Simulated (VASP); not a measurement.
# SrSc2 (P6/mmm) in VASP: a series of runs

The runs below take SrSc2 through single point, with PBE.

Program: VASP 6.6.1. These are calculated values, not measurements. Logs are shortened: lines on timing, memory, paths and dates and some standing lists are left out, and cuts for length are marked.

## (1) The cell of the first run

It takes space group P6/mmm (No. 191, hexagonal). The conventional cell has a = 5.789 Å, b = 5.789 Å, c = 3.549 Å, α = 90.00°, β = 90.00°, γ = 120.00°. Sr (site symmetry 6/mmm) has 2 Sr at 3.55 Å and 12 Sc at 3.78 Å within 4.7 Å. Sc (site symmetry -6m2) has 5 Sc at 3.34 to 3.55 Å and 6 Sr at 3.78 Å within 4.4 Å.

## (2) Single point, PBE

INCAR reads:

```
SYSTEM = SrSc2
ALGO = Normal ; EDIFF = 1E-6
ENCUT = 520 ; GGA = PE
ISIF = 2 ; ISMEAR = 0
LASPH = .TRUE. ; LCHARG = .FALSE.
LREAL = .FALSE. ; LWAVE = .FALSE.
NBANDS = 23 ; NELM = 80
PREC = Accurate ; SIGMA = 0.1
```

KPOINTS reads:

```
k-points
0
G
  3 3 6
  0 0 0
```

POSCAR reads:

```
SrSc2
1.0
    5.7892304800      0.0000000000      0.0000000000
   -2.8946152400      5.0136206700      0.0000000000
    0.0000000000      0.0000000000      3.5487982900
Sr Sc
1 2
Direct
    0.0000000000      0.0000000000      0.0000000000
    0.3333333300      0.6666666700      0.5000000000
    0.6666666700      0.3333333300      0.5000000000
```

Potentials or basis: VASP PAW PBE potentials, release 64 (Sr_sv, Sc_sv).

Command:

```
$ cat potpaw_PBE.64/Sr_sv/POTCAR potpaw_PBE.64/Sc_sv/POTCAR > POTCAR
$ mpirun -np 1 vasp_std > vasp.out
```

OUTCAR:

```text
SYSTEM = SrSc2
   EDIFF = 1E-6
   ENCUT = 520
   GGA = PE
   ISIF = 2
   ISMEAR = 0
   LASPH = .TRUE.
   LREAL = .FALSE.
   NELM = 80
   PREC = Accurate

 ion  position               nearest neighbor table
   1  0.000  0.000  0.000-   2 3.78   3 3.78   2 3.78   3 3.78   3 3.78   3 3.78   2 3.78   2 3.78
                             3 3.78   3 3.78   2 3.78   2 3.78
   2  0.333  0.667  0.500-   3 3.34   3 3.34   3 3.34   1 3.78   1 3.78   1 3.78   1 3.78   1 3.78
                             1 3.78
   3  0.667  0.333  0.500-   2 3.34   2 3.34   2 3.34   1 3.78   1 3.78   1 3.78   1 3.78   1 3.78
                             1 3.78

  LATTYP: Found a hexagonal cell.
 ALAT       =     5.7892304800
 C/A-ratio  =     0.6130000010

  Lattice vectors:

 A1 = (   5.7892304800,   0.0000000000,   0.0000000000)
 A2 = (  -2.8946152400,   5.0136206700,   0.0000000000)
 A3 = (   0.0000000000,   0.0000000000,   3.5487982900)

Analysis of symmetry for initial positions (statically):
=====================================================================
 Subroutine PRICEL returns:
 Original cell was already a primitive cell.

 Routine SETGRP: Setting up the symmetry group for a
 hexagonal supercell.

 Subroutine GETGRP returns: Found 24 space group operations
 (whereof 24 operations were pure point group operations)
 out of a pool of 24 trial point group operations.

The static configuration has the point symmetry D_6h.

Analysis of symmetry for dynamics (positions and initial velocities):
=====================================================================
 Subroutine PRICEL returns:
 Original cell was already a primitive cell.

 Routine SETGRP: Setting up the symmetry group for a
 hexagonal supercell.

 Subroutine GETGRP returns: Found 24 space group operations
 (whereof 24 operations were pure point group operations)
 out of a pool of 24 trial point group operations.

The dynamic configuration has the point symmetry D_6h.

 Subroutine INISYM returns: Found 24 space group operations
 (whereof 24 operations are pure point group operations),
 and found     1 'primitive' translations

----------------------------------------------------------------------------------------
[... 75 lines left out ...]
   ICHARG =      2    charge: 1-file 2-atom 10-const
   ISPIN  =      1    spin polarized calculation?
   LNONCOLLINEAR =      F non collinear calculations
   LSORBIT =      F    spin-orbit coupling
   LASPH  =      T    aspherical Exc in radial PAW
   ENCUT  =  520.0 eV  38.22 Ry    6.18 a.u.  10.76 10.76  6.60*2*pi/ulx,y,z
   NELM   =     80;   NELMIN=  2; NELMDL= -5     # of ELM steps
   EDIFF  = 0.1E-05   stopping-criterion for ELM
   LREAL  =      F    real-space projection
   EDIFFG = 0.1E-04   stopping-criterion for IOM
   NSW    =      0    number of steps for IOM
   IBRION =     -1    ionic relax: 0-MD 1-quasi-New 2-CG
   NFREE  =      0    steps in history (QN), initial steepest desc. (CG)
   ISIF   =      2    stress and relaxation
   ISYM   =      2    0-nonsym 1-usesym 2-fastsym
   POTIM  = 0.5000    time-step for ionic-motion
   TEBEG  =    0.0;   TEEND  =   0.0 temperature during run
   PSTRESS=    0.0 pullay stress
   NELECT =      32.0000    total number of electrons
   NUPDOWN=      -1.0000    fix difference up-down
   EMIN   =  10.00;   EMAX   =-10.00  energy-range for DOS
   EFERMI =   0.00;   METHOD = LEGACY
   ISMEAR =     0;   SIGMA  =   0.10  broadening in eV -4-tet -1-fermi 0-gaus
   EFERMI_NEDOS =   21; number of points for ismear=-14 and -15
   IALGO  =     38    algorithm
   IMIX   =      4    mixing-type and parameters
     AMIX     =   0.40;   BMIX     =  1.00
     AMIX_MAG =   1.60;   BMIX_MAG =  1.00
  volume/ion in A,a.u.               =      34.33       231.70
  Fermi-wavevector in a.u.,A,eV,Ry     =   1.108767  2.095266 16.726515  1.229364
  Thomas-Fermi vector in A             =   2.245298
   LORBIT       =      0    0 simple, 1 ext, 2 COOP (PROOUT), +10 PAW based schemes
   GGA     = PE    functional components
   LHFCALC =     F    Hartree Fock is set to
   AEXX    =    0.0000 exact exchange contribution
   IVDW    =     0    specifies the selected vdW correction
   LEPSILON=     F    determine dielectric tensor
   LRPA    =     F    only Hartree local field effects (RPA)
 non-spin polarized calculation
 Gauss-broadening in eV      SIGMA  =   0.10
  energy-cutoff  :      520.00
  volume of cell :      103.00
 maximum number of plane-waves:      2832
 NGX is ok and might be reduce to    48
   NGX = 21   NGY = 21   NGZ = 13

 number of electron      31.9999997 magnetization

 Free energy of the ion-electron system (eV)
  ---------------------------------------------------
  ext. energy  EPLUGINS =         0.00000000
  ---------------------------------------------------
  free energy    TOTEN  =       -12.88413198 eV

  energy without entropy =      -12.83859888  energy(sigma->0) =      -12.86136543

 E-fermi :   2.5041     XC(G=0):  -8.7132

 val. band max:        2.4759976410   @ k =   0.3333   0.3333   0.3333
 cond. band min:       2.5042404204   @ k =   0.3333   0.3333   0.1667
 fundamental gap:      0.0282427794
 Fermi energy:         2.5040973856

 k-point     1 :       0.0000    0.0000    0.0000
  band No.  band energies     occupation
      1     -47.6876      2.00000
      2     -47.6664      2.00000
      3     -32.9270      2.00000
      4     -26.3259      2.00000
      5     -26.3259      2.00000
      6     -26.2779      2.00000
[... 301 lines left out ...]
     22       4.2997      0.00000
     23       4.3443      0.00000

------------------------ aborting loop because EDIFF is reached ----------------------------------------

  FORCE on cell =-STRESS in cart. coord.  units (eV):
  Direction    XX          YY          ZZ          XY          YZ          ZX
  --------------------------------------------------------------------------------------
  -------------------------------------------------------------------------------------
  Total       -1.2898635     -1.2898635     -1.6292764      0.0000000     -0.0000000      0.0000000
  in kB      -20.0632240    -20.0632241    -25.3426317      0.0000000     -0.0000000      0.0000000
  external PRESSURE =     -21.8230266 kB  Pullay stress =       0.0000000 kB

 VOLUME and BASIS-vectors are now :
 -----------------------------------------------------------------------------
  energy-cutoff  :      520.00
  volume of cell :      103.00
      direct lattice vectors                 reciprocal lattice vectors
     5.789230480  0.000000000  0.000000000     0.172734529  0.099728327  0.000000000
    -2.894615240  5.013620670  0.000000000     0.000000000  0.199456653  0.000000000
     0.000000000  0.000000000  3.548798290     0.000000000  0.000000000  0.281785528

 POSITION                                       TOTAL-FORCE (eV/Angst)
 -----------------------------------------------------------------------------------
      0.00000      0.00000      0.00000        -0.000000      0.000000      0.000000
     -0.00000      3.34241      1.77440        -0.000000     -0.000000      0.000000
      2.89462      1.67121      1.77440         0.000000      0.000000      0.000000
 -----------------------------------------------------------------------------------
    total drift:                               -0.000000      0.000000      0.000000

  FREE ENERGIE OF THE ION-ELECTRON SYSTEM (eV)
  ---------------------------------------------------
  free  energy   TOTEN  =       -12.8841319805 eV

  energy  without entropy=      -12.8385988785  energy(sigma->0) =      -12.86136543
```

OSZICAR:

```text
N       E                     dE             d eps       ncg     rms          rms(c)
DAV:   1     0.509661074683E+03    0.50966E+03   -0.14358E+04   552   0.136E+03
DAV:   2     0.131851309117E+02   -0.49648E+03   -0.48789E+03   768   0.524E+02
DAV:   3    -0.145046992012E+02   -0.27690E+02   -0.26629E+02   896   0.158E+02
DAV:   4    -0.156336677301E+02   -0.11290E+01   -0.10919E+01  1057   0.252E+01
DAV:   5    -0.156570114428E+02   -0.23344E-01   -0.23254E-01   780   0.325E+00    0.250E+01
DAV:   6    -0.130098095801E+02    0.26472E+01   -0.11959E+01   904   0.227E+01    0.349E+00
DAV:   7    -0.129232786057E+02    0.86531E-01   -0.50265E-01   953   0.508E+00    0.342E+00
DAV:   8    -0.128888543178E+02    0.34424E-01   -0.17837E-01   889   0.231E+00    0.110E+00
DAV:   9    -0.128851421310E+02    0.37122E-02   -0.16223E-02   946   0.783E-01    0.773E-01
DAV:  10    -0.128841485089E+02    0.99362E-03   -0.84455E-03   858   0.445E-01    0.741E-02
DAV:  11    -0.128841236557E+02    0.24853E-04   -0.44084E-04   976   0.130E-01    0.428E-02
DAV:  12    -0.128841328859E+02   -0.92302E-05   -0.47641E-05   913   0.421E-02    0.131E-02
DAV:  13    -0.128841319805E+02    0.90548E-06   -0.33348E-06   672   0.124E-02
   1 F= -.12884132E+02 E0= -.12861365E+02  d E =-.455331E-01
```

It took 31 s on 1 thread of Intel Xeon Platinum 8488C (Sapphire Rapids), shared host; peak memory 0.24 GiB.

Results:

| Quantity | Value |
| --- | --- |
| Free energy | -12.8841 eV |
| Pressure | -2.2 GPa |
| Band gap on the k mesh | zero (band 16 reaches 2.55 eV, above the bottom of band 17 at 2.23 eV) |

Stress tensor (GPa, compression positive):
```
-2.01  0.00  0.00
 0.00 -2.01  0.00
 0.00  0.00 -2.53
```

Caveat: the k points lie up to 0.42 Å⁻¹ apart.

## (3) Single point, PBE, collinear spin, ferromagnetic start

INCAR reads:

```
SYSTEM = SrSc2
ALGO = Normal
EDIFF = 1E-6
ENCUT = 520
GGA = PE
ISIF = 2
ISMEAR = 0
ISPIN = 2
LASPH = .TRUE.
LCHARG = .FALSE.
LMAXMIX = 4
LORBIT = 11
LREAL = .FALSE.
LWAVE = .FALSE.
MAGMOM = 0 1 1
NBANDS = 27
NELM = 150
PREC = Accurate
SIGMA = 0.1
```

KPOINTS is that of step 2.

POSCAR is that of step 2.

Potentials or basis: VASP PAW PBE potentials, release 64 (Sr_sv, Sc_sv).

Command:

```
$ cat potpaw_PBE.64/Sr_sv/POTCAR potpaw_PBE.64/Sc_sv/POTCAR > POTCAR
$ mpirun -np 1 vasp_std > vasp.out
```

It took 1.7 min on 1 thread of Intel Xeon Platinum 8488C (Sapphire Rapids), shared host; peak memory 0.3 GiB.

The run converged. Its results:

* Free energy: -12.8993 eV
* Pressure: -2.1 GPa
* Net moment: 0.99 μB per cell
* Site moments: Sr +0.04; Sc +0.24 μB
* Valence electrons inside the program's atomic spheres: Sr 8.01; Sc 9.24

Levels at points of the mesh, in eV from the Fermi level:
Spin up:
```csv
k point,band 13,band 14,band 15,band 16,band 17,band 18,band 19,band 20
"(0.00, 0.00, 0.00)",-4.50,-0.43,-0.33,-0.33,0.00,0.00,0.18,1.59
"(0.00, 0.00, 0.50)",-1.85,-1.17,-0.50,-0.50,-0.38,-0.38,0.87,0.87
```
Spin down:
```tsv
k point	band 11	band 12	band 13	band 14	band 15	band 16	band 17	band 18	band 19	band 20
(0.00, 0.00, 0.00)	-17.39	-17.23	-4.25	-0.35	0.03	0.03	0.12	0.33	0.33	1.74
(0.00, 0.00, 0.50)	-17.32	-17.32	-1.40	-1.12	-0.37	-0.37	-0.06	-0.06	1.30	1.30
```

Caveat: the k points lie up to 0.42 Å⁻¹ apart.
